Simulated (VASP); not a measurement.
Input of a VASP 6.6.1 run:

The input POSCAR:

```
W
1.0
    0.0000000000      2.0300000000      2.0300000000
    2.0300000000      0.0000000000      2.0300000000
    2.0300000000      2.0300000000      0.0000000000
W
1
Direct
    0.0000000000      0.0000000000      0.0000000000
```

Contents of INCAR.step1:

```
  PREC = Accurate
  ENCUT = 520
  ISMEAR = -1
  SIGMA = 0.05
  LREAL = False
  LASPH = True
  NELM = 100
  NBANDS = 13
  GGA = PE
  ALGO = Normal
  EDIFF = 1E-4
  LWAVE = True
  LCHARG = False
```

Contents of INCAR.step2:

```
  PREC = Accurate
  ENCUT = 520
  EDIFF = 1E-8
  ISMEAR = -1
  SIGMA = 0.05
  LREAL = False
  LASPH = True
  NELM = 100
  ALGO = Normal
  ISIF = 2
  LWAVE = False
  LCHARG = False
  METAGGA = R2SCAN
  LMIXTAU = True
  LEFG = True
  NBANDS = 13
  ISTART = 1
```

The input KPOINTS:

```
regular mesh
0
Gamma
  14 14 14
```

Potentials or basis: VASP PAW PBE potentials, release 64 (W_sv).

Run with:

```sh
$ cat potpaw_PBE.64/W_sv/POTCAR > POTCAR
$ cp INCAR.step1 INCAR
$ mpirun -np 1 vasp_std > vasp.out
$ cp INCAR.step2 INCAR
$ mpirun -np 1 vasp_std > vasp.out
```

(1) Predict the band gap on the k mesh.

(2) What does it give for the pressure?

Answers

(1) zero (band 7 reaches 12.98 eV, above the bottom of band 8 at 9.51 eV).

(2) -7.9 GPa.

Caveat: without QUAD_EFG the Cq values of the log hold for a quadrupole moment of 1 mb, not for the nuclei; the PAW data sets were made with another functional, which shifts forces and pressure a little; spin-orbit coupling is left out, which moves the levels of the heavy elements.
